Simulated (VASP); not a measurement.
The system is ZnS.

```xyz
2
Lattice="0.0000 2.7020 2.7020 2.7020 0.0000 2.7020 2.7020 2.7020 0.0000" Properties=species:S:1:pos:R:3 pbc="T T T"
Zn    4.0530    4.0530    4.0530
S     0.0000    0.0000    0.0000
```

```yaml
Program: VASP 6.6.1
Task: relaxation of cell and atoms
Functional: PBEsol
Dispersion: D3(BJ)
Potentials_or_basis: VASP PAW PBE potentials, release 64 (Zn, S)
Cutoff: 600 eV
k_mesh: 9 × 9 × 9
Occupations: fermi-dirac, width 0.05 eV
Spin: no spin polarisation
```

At the start: pressure -3.8 GPa; volume 19.73 Å³/atom.

Task: Where does the relaxation end?

Result: Over 3 steps the energy falls by 12.5 meV/atom and the volume is 18.74 Å³/atom (-5.0 %); space group F-43m (No. 216, to 0.1 Å) before and after.

The path:
| step | energy change (eV) | largest force (eV/Å) | pressure (GPa) | volume (Å³) |
| --- | --- | --- | --- | --- |
| 1 | 0.0000 | 0.0000 | -3.82 | 39.45 |
| 2 | -0.0221 | 0.0000 | 1.66 | 36.83 |
| 3 | -0.0251 | 0.0000 | 0.01 | 37.47 |

Final structure:
```
Zn S
1.0
     0.00000    2.65601    2.65601
     2.65601    0.00000    2.65601
     2.65601    2.65601    0.00000
Zn S
1 1
Direct
  0.75000 0.75000 0.75000
  0.00000 0.00000 0.00000
```

Caveat: the PAW data sets were made with another functional, which shifts forces and pressure a little.
